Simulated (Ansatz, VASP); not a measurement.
## One calculation of Os, two programs

File INCAR:

```
SYSTEM = Os
ALGO = Normal
EDIFF = 1E-6
ENCUT = 520
GGA = PS
ISIF = 2
ISMEAR = -1
LASPH = .True.
LCHARG = .False.
LREAL = .False.
LWAVE = .False.
NBANDS = 15
NELM = 80
PREC = Accurate
SIGMA = 0.05
```

Contents of KPOINTS:

```
k-points
0
Gamma
  15 15 9
  0 0 0
```

POSCAR

```
Os
1.0
    2.7522071256      0.0000000000      0.0000000000
   -1.3761035628      2.3834812872      0.0000000000
    0.0000000000      0.0000000000      4.3483081185
Os
2
Direct
    0.3333333333      0.6666666667      0.2500000000
    0.6666666667      0.3333333333      0.7500000000
```

Input for Ansatz:

```yaml
crystal:
  lattice:
    - [2.7522071256, 0.0, 0.0]
    - [-1.3761035628, 2.3834812872, 0.0]
    - [0.0, 0.0, 4.3483081185]
  atoms:
    - { symbol: Os, position: [0.3333333333, 0.6666666667, 0.25] }
    - { symbol: Os, position: [0.6666666667, 0.3333333333, 0.75] }
kpoints:
  mp_grid: { grid: [15, 15, 9] }
  band_path:
    path:
      - [0.0, 0.0, 0.0]
      - [0.5, 0.0, 0.0]
      - [0.3333333333, 0.3333333333, 0.0]
      - [0.0, 0.0, 0.0]
      - [0.0, 0.0, 0.5]
      - [0.5, 0.0, 0.5]
      - [0.3333333333, 0.3333333333, 0.5]
      - [0.0, 0.0, 0.5]
      - [0.5, 0.0, 0.5]
    npoints: 5
scf:
  occupations: { method: fermi_dirac, width: 0.05 }
hamiltonian:
  xc: pbesol
  pseudopotentials: { kind: all_electron, lapw: { basis_error: 0.0005 } }
output:
  forces: true
  stress: true
  eigenvalues: true
```

Change from the starting cell: volume scaled by 1.02.

Alike in both runs: task single point; functional PBEsol; k mesh 15 × 15 × 9; occupations fermi-dirac, width 0.05 eV; no spin polarisation.

|  | VASP | Ansatz |
| --- | --- | --- |
| version | VASP 6.6.1 | Ansatz 0.2.0 |
| potentials or method | VASP PAW PBE potentials, release 64 (Os), cutoff 520 eV | all-electron LAPW, scalar-relativistic |

|  | VASP | Ansatz | Ansatz less VASP |
| --- | --- | --- | --- |
| pressure (GPa) | -10.6 | -10.7 | -0.17 |
| traceless stress, the component that is largest in VASP (GPa) | -0.12 | -0.07 | +0.042 |

VASP's potentials were made for PBE, not for PBEsol. Ansatz ran all-electron here, and VASP with PAW potentials.

Neither program's run includes spin-orbit coupling.
